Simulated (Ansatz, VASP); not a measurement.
**Two plane-wave programs on B2O**

```
B O
1.0
     2.75202    0.00000    0.00000
    -1.37601    2.38332    0.00000
     0.00000    0.00000    9.27404
B O
4 2
Direct
  0.00000 0.00000 0.40990
  0.00000 0.00000 0.59010
  0.66667 0.33333 0.02935
  0.33333 0.66667 0.97065
  0.66667 0.33333 0.35258
  0.33333 0.66667 0.64742
```

Alike in both runs: task single point; functional PBE; dispersion D3(BJ); k mesh 21 × 21 × 6; occupations gaussian, width 0.15 eV; no spin polarisation.

```csv
,VASP,Ansatz
version,VASP 6.6.1,Ansatz 0.2.0
potentials or method,"VASP PAW PBE potentials, release 64 (B, O), cutoff 520 eV","scalar-relativistic, plane waves, PAW"
valence electrons in the cell,24,24
```

|  | VASP | Ansatz | Ansatz less VASP |
| --- | --- | --- | --- |
| gap on the k mesh at the Fermi level (eV) | none | none | - |
| pressure (GPa) | -19.9 | -19.9 | -0.05 |
| traceless stress, the component that is largest in VASP (GPa) | 19.78 | 19.99 | +0.211 |
| rms of the force components (eV/Å) | 0.765 | 0.764 | -0.0015 |

Atom by atom the forces differ by 0.010 eV/Å (rms over components). A gap of «none» marks a metal or a gap that the smearing closes.
